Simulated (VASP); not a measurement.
Si2Mo:

```xyz
9
Lattice="4.5855 0.0000 0.0000 -2.2927 3.9711 0.0000 0.0000 0.0000 6.5798" Properties=species:S:1:pos:R:3 pbc="T T T"
Mo    1.1464    1.9856    5.4831
Mo   -1.1464    1.9856    1.0966
Mo    2.2927    0.0000    3.2899
Si    0.0000    1.3015    3.2899
Si    1.1656    3.3204    1.0966
Si    3.4583    0.6508    5.4831
Si    2.2927    2.6696    3.2899
Si    1.1272    0.6508    1.0966
Si   -1.1656    3.3204    5.4831
```

Base run:

| Item | Value |
| --- | --- |
| Program | VASP 6.6.1 |
| Functional | PBEsol |
| Potentials or basis | VASP PAW PBE potentials, release 64 (Mo_sv, Si) |
| Cutoff | 520 eV |
| k mesh | 7 × 7 × 4 |
| Occupations | fermi-dirac, width 0.05 eV |
| Spin | no spin polarisation |

Its results: band gap on the k mesh 0.26 eV, indirect (least direct gap 0.62 eV); pressure -1.1 GPa; largest force 0.039 eV/Å.

The run is repeated on the same cell with these changes: functional from PBEsol to r2SCAN. What comes out?

Band gap on the k mesh 0.37 eV, indirect (least direct gap 0.78 eV); pressure 0.2 GPa; largest force 0.009 eV/Å.

r2SCAN gives the wider gap, since meta-GGAs in the generalised Kohn-Sham scheme recover part of the derivative discontinuity.

Caveats: the PAW data sets were made with another functional, which shifts forces and pressure a little.

A k mesh can miss the band edges.
